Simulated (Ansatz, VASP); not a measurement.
Al: VASP beside Ansatz

```
CELL_PARAMETERS angstrom
2.52884 4.38008 0.00000
-5.05768 0.00000 0.00000
0.00000 0.00000 32.62498
ATOMIC_POSITIONS crystal
Al 0.00000 0.00000 0.60696
Al 0.33333 0.66667 0.60731
Al 0.66667 0.33333 0.59852
Al 0.33977 0.00745 0.67541
Al 0.66767 0.66023 0.67541
Al 0.99255 0.33233 0.67541
Al 0.66536 0.99704 0.74521
Al 0.00296 0.66832 0.74521
Al 0.33168 0.33464 0.74521
Al 0.00000 0.00000 0.81609
Al 0.33333 0.66667 0.81615
Al 0.66667 0.33333 0.81582
```

Alike in both runs: task single point; functional PBE; k mesh 9 × 9 × 1; occupations methfessel-paxton of order 1, width 0.1 eV; no spin polarisation.

|  | VASP | Ansatz |
| --- | --- | --- |
| version | VASP 6.6.1 | Ansatz 0.2.0 |
| potentials or method | VASP PAW PBE potentials, release 64 (Al), cutoff 400 eV | scalar-relativistic, plane waves, PAW |
| valence electrons in the cell | 36 | 36 |

```csv
,VASP,Ansatz,Ansatz less VASP
gap on the k mesh at the Fermi level (eV),none,none,-
rms of the force components (eV/Å),0.099,0.099,0.0000
```

Atom by atom the forces differ by 0.001 eV/Å (rms over components). A gap of «none» marks a metal or a gap that the smearing closes. With one functional, cell and mesh, what is left measures potentials, basis and numerics.
